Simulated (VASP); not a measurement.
# Cl (Cmce) in VASP: single point with r2SCAN

Aim: the single point of Cl with r2SCAN.

All numbers are computed with VASP 6.6.1; they aren't measurements. Logs are shortened: lines on timing, memory, paths and dates and some standing lists are left out, and cuts for length are marked.

## Step 1: The cell of the first run

Symmetry: Cmce, No. 64, orthorhombic system. The conventional cell has a = 6.296 Å, b = 4.520 Å, c = 8.334 Å, α = 90.00°, β = 90.00°, γ = 90.00°. Within 2.7 Å of Cl (site symmetry m) lie 1 Cl at 2.04 Å.

## Step 2: Single point, r2SCAN

POSCAR

```
Cl
1.0
   -3.1478138200      0.0000000000      2.2599689000
    0.0000000000     -8.3336353100      0.0000000000
    3.1478138200      0.0000000000      2.2599689000
Cl
4
Direct
    0.1300000000      0.9000000000      0.1300000000
    0.6300000000      0.6000000000      0.6300000000
    0.8700000000      0.1000000000      0.8700000000
    0.3700000000      0.4000000000      0.3700000000
```

INCAR.step1

```
PREC = Accurate
ENCUT = 520
ISMEAR = -1
SIGMA = 0.1
LREAL = False
LASPH = True
NELM = 80
NBANDS = 22
GGA = PE
ALGO = Normal
EDIFF = 1E-4
LWAVE = True
LCHARG = False
```

INCAR.step2

```
PREC = Accurate
ENCUT = 520
EDIFF = 1E-7
ISMEAR = -1
SIGMA = 0.1
LREAL = False
LASPH = True
NELM = 80
ALGO = Normal
ISIF = 2
LWAVE = False
LCHARG = True
METAGGA = R2SCAN
LMIXTAU = True
LELF = True
LVHAR = True
NBANDS = 22
ISTART = 1
```

KPOINTS

```
Automatic mesh
0
Gamma
  7 3 7
```

Potentials or basis: VASP PAW PBE potentials, release 64 (Cl).

Command:

```console
$ cat potpaw_PBE.64/Cl/POTCAR > POTCAR
$ cp INCAR.step1 INCAR
$ mpirun -np 1 vasp_std > vasp.out
$ cp INCAR.step2 INCAR
$ mpirun -np 1 vasp_std > vasp.out
```

OUTCAR:

```text
PREC = Accurate
   ENCUT = 520
   EDIFF = 1E-7
   ISMEAR = -1
   LREAL = False
   LASPH = True
   NELM = 80
   ISIF = 2
   METAGGA = R2SCAN
   ISTART = 1

 ion  position               nearest neighbor table
   1  0.130  0.900  0.130-   3 2.04
   2  0.630  0.600  0.630-   4 2.04
   3  0.870  0.100  0.870-   1 2.04
   4  0.370  0.400  0.370-   2 2.04

  LATTYP: Found a base centered orthorhombic cell.
 ALAT       =     4.5199378000
 B/A-ratio  =     1.3928571406
 C/A-ratio  =     1.8437499981

  Lattice vectors:

 A1 = (   3.1478138200,   0.0000000000,   2.2599689000)
 A2 = (  -3.1478138200,   0.0000000000,   2.2599689000)
 A3 = (   0.0000000000,  -8.3336353100,   0.0000000000)

Analysis of symmetry for initial positions (statically):
=====================================================================
 Subroutine PRICEL returns:
 Original cell was already a primitive cell.

 Routine SETGRP: Setting up the symmetry group for a
 base centered orthorhombic supercell.

 Subroutine GETGRP returns: Found  8 space group operations
 (whereof  4 operations were pure point group operations)
 out of a pool of  8 trial point group operations.

The static configuration has the point symmetry C_2h.
 The point group associated with its full space group is D_2h.

Analysis of symmetry for dynamics (positions and initial velocities):
=====================================================================
 Subroutine PRICEL returns:
 Original cell was already a primitive cell.

 Routine SETGRP: Setting up the symmetry group for a
 base centered orthorhombic supercell.

 Subroutine GETGRP returns: Found  8 space group operations
 (whereof  4 operations were pure point group operations)
 out of a pool of  8 trial point group operations.

The dynamic configuration has the point symmetry C_2h.
 The point group associated with its full space group is D_2h.

 Subroutine INISYM returns: Found  8 space group operations
 (whereof  4 operations are pure point group operations),
 and found     1 'primitive' translations

----------------------------------------------------------------------------------------

                                     Primitive cell

  volume of cell :     118.5703

  direct lattice vectors                    reciprocal lattice vectors
    -3.147813820  0.000000000  2.259968900    -0.158840398  0.000000000  0.221241983
     0.000000000 -8.333635310  0.000000000     0.000000000 -0.119995652  0.000000000
     3.147813820  0.000000000  2.259968900     0.158840398  0.000000000  0.221241983

  length of vectors
     3.875073067  8.333635310  3.875073067     0.272356911  0.119995652  0.272356911

  position of ions in fractional coordinates (direct lattice)
     0.130000000  0.900000000  0.130000000
     0.630000000  0.600000000  0.630000000
     0.870000000  0.100000000  0.870000000
     0.370000000  0.400000000  0.370000000

  ion indices of the primitive-cell ions
   primitive index   ion index
                 1           1
                 2           2
                 3           3
                 4           4

----------------------------------------------------------------------------------------

 KPOINTS: Automatic mesh

Automatic generation of k-mesh.
 Grid dimensions read from file:
 generate k-points for:    7    3    7

 Generating k-lattice:

  Cartesian coordinates                     Fractional coordinates (reciprocal lattice)
    -0.022691485  0.000000000  0.031605998     0.142857143  0.000000000  0.000000000
     0.000000000 -0.039998551  0.000000000     0.000000000  0.333333333  0.000000000
     0.022691485  0.000000000  0.031605998     0.000000000  0.000000000  0.142857143

  Length of vectors
     0.038908130  0.039998551  0.038908130

  Shift w.r.t. Gamma in fractional coordinates (k-lattice)
     0.000000000  0.000000000  0.000000000

 Subroutine IBZKPT returns following result:
 ===========================================

 Found     32 irreducible k-points:

 Following reciprocal coordinates:
            Coordinates               Weight
  0.000000  0.000000  0.000000      1.000000
  0.142857  0.000000 -0.000000      4.000000
  0.285714  0.000000 -0.000000      4.000000
  0.428571  0.000000 -0.000000      4.000000
  0.000000  0.333333  0.000000      2.000000
  0.142857  0.333333 -0.000000      8.000000
[... 16 lines left out ...]
 -0.428571  0.000000  0.285714      4.000000
 -0.285714  0.000000  0.285714      2.000000
 [... further k-points ...]
   k-points           NKPTS =     32   k-points in BZ     NKDIM =     32   number of bands    NBANDS=     22
   number of dos      NEDOS =    301   number of ions     NIONS =      4
   total plane-waves  NPLWV =  57600
   dimension x,y,z NGX =    30 NGY =   64 NGZ =   30
   dimension x,y,z NGXF=    60 NGYF=  128 NGZF=   60
   ions per type =               4
   NGX,Y,Z   is equivalent  to a cutoff of  12.87, 12.77, 12.87 a.u.
   NGXF,Y,Z  is equivalent  to a cutoff of  25.74, 25.53, 25.74 a.u.
 SYSTEM =  unknown system
   PREC   = accura    normal or accurate (medium, high low for compatibility)
   ISTART =      1    job   : 0-new  1-cont  2-samecut
   ICHARG =      0    charge: 1-file 2-atom 10-const
   ISPIN  =      1    spin polarized calculation?
   LNONCOLLINEAR =      F non collinear calculations
   LSORBIT =      F    spin-orbit coupling
   LASPH  =      T    aspherical Exc in radial PAW
   ENCUT  =  520.0 eV  38.22 Ry    6.18 a.u.   7.21 15.50  7.21*2*pi/ulx,y,z
   NELM   =     80;   NELMIN=  2; NELMDL=  0     # of ELM steps
   EDIFF  = 0.1E-06   stopping-criterion for ELM
   LREAL  =      F    real-space projection
   EDIFFG = 0.1E-05   stopping-criterion for IOM
   NSW    =      0    number of steps for IOM
   IBRION =     -1    ionic relax: 0-MD 1-quasi-New 2-CG
   NFREE  =      0    steps in history (QN), initial steepest desc. (CG)
   ISIF   =      2    stress and relaxation
   ISYM   =      2    0-nonsym 1-usesym 2-fastsym
   POTIM  = 0.5000    time-step for ionic-motion
   TEBEG  =    0.0;   TEEND  =   0.0 temperature during run
   PSTRESS=    0.0 pullay stress
   NELECT =      28.0000    total number of electrons
   NUPDOWN=      -1.0000    fix difference up-down
   EMIN   =  10.00;   EMAX   =-10.00  energy-range for DOS
   EFERMI =   0.00;   METHOD = LEGACY
   ISMEAR =    -1;   SIGMA  =   0.10  broadening in eV -4-tet -1-fermi 0-gaus
   EFERMI_NEDOS =   21; number of points for ismear=-14 and -15
   IALGO  =     38    algorithm
   IMIX   =      4    mixing-type and parameters
     AMIX     =   0.40;   BMIX     =  1.00
     AMIX_MAG =   1.60;   BMIX_MAG =  1.00
  volume/ion in A,a.u.               =      29.64       200.04
  Fermi-wavevector in a.u.,A,eV,Ry     =   1.011895  1.912205 13.931438  1.023932
  Thomas-Fermi vector in A             =   2.144972
   LORBIT       =      0    0 simple, 1 ext, 2 COOP (PROOUT), +10 PAW based schemes
   METAGGA = R2SCAN    functional components
   LHFCALC =     F    Hartree Fock is set to
   AEXX    =    0.0000 exact exchange contribution
   IVDW    =     0    specifies the selected vdW correction
   LEPSILON=     F    determine dielectric tensor
   LRPA    =     F    only Hartree local field effects (RPA)
 non-spin polarized calculation
  energy-cutoff  :      520.00
  volume of cell :      118.57
 maximum number of plane-waves:      3220
 NGX is ok and might be reduce to    30
   NGX = 15   NGY = 31   NGZ = 15

 number of electron      27.9999997 magnetization

 Free energy of the ion-electron system (eV)
  ---------------------------------------------------
  ext. energy  EPLUGINS =         0.00000000
  ---------------------------------------------------
  free energy    TOTEN  =       -24.53813307 eV

  energy without entropy =      -24.53813010  energy(sigma->0) =      -24.53813158

 E-fermi :   0.2066     XC(G=0):  -8.0815

 val. band max:       -1.2264854994   @ k =   0.4286   0.0000   0.4286
 cond. band min:       1.5313269441   @ k =   0.0000   0.0000   0.0000
 fundamental gap:      2.7578124435
 Fermi energy:         0.2066463479

 k-point     1 :       0.0000    0.0000    0.0000
  band No.  band energies     occupation
      1     -18.2812      2.00000
      2     -18.0835      2.00000
      3     -14.3085      2.00000
      4     -13.7977      2.00000
      5      -6.4836      2.00000
      6      -5.7034      2.00000
[... 14 lines left out ...]
     21       9.7542      0.00000
     22      10.0904      0.00000

 k-point     2 :       0.1429    0.0000   -0.0000
  band No.  band energies     occupation
      1     -18.2452      2.00000
      2     -18.0655      2.00000
      3     -14.2860      2.00000
      4     -13.8286      2.00000
      5      -6.4775      2.00000
      6      -5.7464      2.00000
[... 14 lines left out ...]
     21       9.6614      0.00000
     22      10.1352      0.00000

 k-point     3 :       0.2857    0.0000   -0.0000
  band No.  band energies     occupation
      1     -18.1567      2.00000
      2     -18.0297      2.00000
      3     -14.2246      2.00000
      4     -13.9128      2.00000
      5      -6.4435      2.00000
      6      -5.8854      2.00000
[... 14 lines left out ...]
     21       9.8628      0.00000
     22      10.6002      0.00000
[... 476 lines left out ...]
 k-point    23 :      -0.4286    0.0000    0.2857
  band No.  band energies     occupation
      1     -18.0807      2.00000
      2     -17.9467      2.00000
      3     -14.1673      2.00000
      4     -13.8520      2.00000
      5      -6.3468      2.00000
      6      -5.8997      2.00000
[... 14 lines left out ...]
     21       9.9973      0.00000
     22      10.0779      0.00000

 k-point    24 :      -0.2857    0.0000    0.2857
  band No.  band energies     occupation
      1     -18.1395      2.00000
      2     -17.9766      2.00000
      3     -14.2080      2.00000
      4     -13.8111      2.00000
      5      -6.3920      2.00000
      6      -5.8242      2.00000
[... 14 lines left out ...]
     21       9.5071      0.00000
     22       9.9568      0.00000

 [... further k-points ...]

------------------------ aborting loop because EDIFF is reached ----------------------------------------

  FORCE on cell =-STRESS in cart. coord.  units (eV):
  Direction    XX          YY          ZZ          XY          YZ          ZX
  --------------------------------------------------------------------------------------
  -------------------------------------------------------------------------------------
  Total        0.0120230     -2.6979978     -1.4755775      0.0000000     -0.0000000      0.0000000
  in kB        0.1624601    -36.4566022    -19.9386898      0.0000000     -0.0000000      0.0000000
  external PRESSURE =     -18.7442773 kB  Pullay stress =       0.0000000 kB

 VOLUME and BASIS-vectors are now :
 -----------------------------------------------------------------------------
  energy-cutoff  :      520.00
  volume of cell :      118.57
      direct lattice vectors                 reciprocal lattice vectors
    -3.147813820  0.000000000  2.259968900    -0.158840398  0.000000000  0.221241983
     0.000000000 -8.333635310  0.000000000     0.000000000 -0.119995652  0.000000000
     3.147813820  0.000000000  2.259968900     0.158840398  0.000000000  0.221241983

 POSITION                                       TOTAL-FORCE (eV/Angst)
 -----------------------------------------------------------------------------------
      0.00000     -7.50027      0.58759         0.000000     -0.552697     -0.491321
      0.00000     -5.00018      2.84756         0.000000      0.552697     -0.491321
      0.00000     -0.83336      3.93235         0.000000      0.552697      0.491321
      0.00000     -3.33345      1.67238         0.000000     -0.552697      0.491321
 -----------------------------------------------------------------------------------
    total drift:                               -0.000000     -0.000000      0.000000

  FREE ENERGIE OF THE ION-ELECTRON SYSTEM (eV)
  ---------------------------------------------------
  free  energy   TOTEN  =       -24.5381330702 eV

  energy  without entropy=      -24.5381300966  energy(sigma->0) =      -24.53813158
```

Run time: 8.8 min. Hardware: 1 thread of AMD EPYC 7R13, shared host; peak memory 0.23 GiB.

What came out:

| Quantity | Value |
| --- | --- |
| Free energy | -24.5381 eV |
| Pressure | -1.9 GPa |
| Largest force | 0.740 eV/Å |
| Band gap on the k mesh | 2.76 eV (least direct gap 2.78 eV) |

Forces in eV/Å, atoms in the order of the input:
```
Cl   0.000 -0.553 -0.491
Cl   0.000  0.553 -0.491
Cl   0.000  0.553  0.491
Cl   0.000 -0.553  0.491
```

Caveat: the PAW data sets were made with another functional, which shifts forces and pressure a little. r2SCAN opens gaps a little over a GGA but as a rule still falls short of measured ones.
